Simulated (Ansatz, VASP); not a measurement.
One calculation of Rb, two programs

Contents of INCAR:

```
SYSTEM = Rb
PREC     = Accurate       ! precision mode
ENCUT    = 520            ! plane-wave cutoff, eV
EDIFF    = 1E-7           ! SCF threshold, eV
ISMEAR   = -1             ! smearing method
SIGMA    = 0.1            ! smearing width, eV
LREAL    = .False.        ! projectors in reciprocal space
LASPH    = .True.         ! aspherical terms in the spheres
NELM     = 60             ! most SCF steps
ALGO     = Normal         ! electronic algorithm
ISIF     = 2              ! what is computed and relaxed
LWAVE    = .False.        ! write WAVECAR
LCHARG   = .False.        ! write CHGCAR
GGA      = RP             ! functional
NBANDS   = 10             ! bands
```

Contents of KPOINTS:

```
Automatic mesh
0
Gamma
  8 8 8
  0 0 0
```

POSCAR

```
Rb
1.0
    0.0000000000      3.8392734087      3.8392734087
    3.8392734087      0.0000000000      3.8392734087
    3.8392734087      3.8392734087      0.0000000000
Rb
1
Direct
    0.0000000000      0.0000000000      0.0000000000
```

Input for Ansatz:

```yaml
crystal:
  lattice:
    - [0.0, 3.8392734087, 3.8392734087]
    - [3.8392734087, 0.0, 3.8392734087]
    - [3.8392734087, 3.8392734087, 0.0]
  atoms:
    - { symbol: Rb, position: [0.0, 0.0, 0.0] }
hamiltonian:
  xc: rpbe
  pseudopotentials:
    kind: paw
    azcp:
      Rb: "pseudopotentials/Rb.paw.azcp"
basis:
  ecutwfc: 420
  fft_grid_basis: typed
kpoints:
  mp_grid: { grid: [8, 8, 8], shift: [0, 0, 0] }
magnetization:
  spin_polarized: false
scf:
  occupations: { method: fermi_dirac, width: 0.1 }
  lower_state_search: "off"
output:
  stress: true
```

Alike in both runs: task single point; functional RPBE; k mesh 8 × 8 × 8; occupations fermi-dirac, width 0.1 eV; no spin polarisation.

```csv
,VASP,Ansatz
version,VASP 6.6.1,Ansatz 0.2.0
potentials or method,"VASP PAW PBE potentials, release 64 (Rb_sv), cutoff 520 eV","plane waves (420 eV) with PAW, scalar-relativistic"
valence electrons in the cell,9,9
```

|  | VASP | Ansatz | Ansatz less VASP |
| --- | --- | --- | --- |
| pressure (GPa) | -0.2 | -0.2 | 0.00 |

VASP's potentials were made for PBE, not for RPBE. The functional is the same, so the differences come from potentials, cutoffs and numerics.
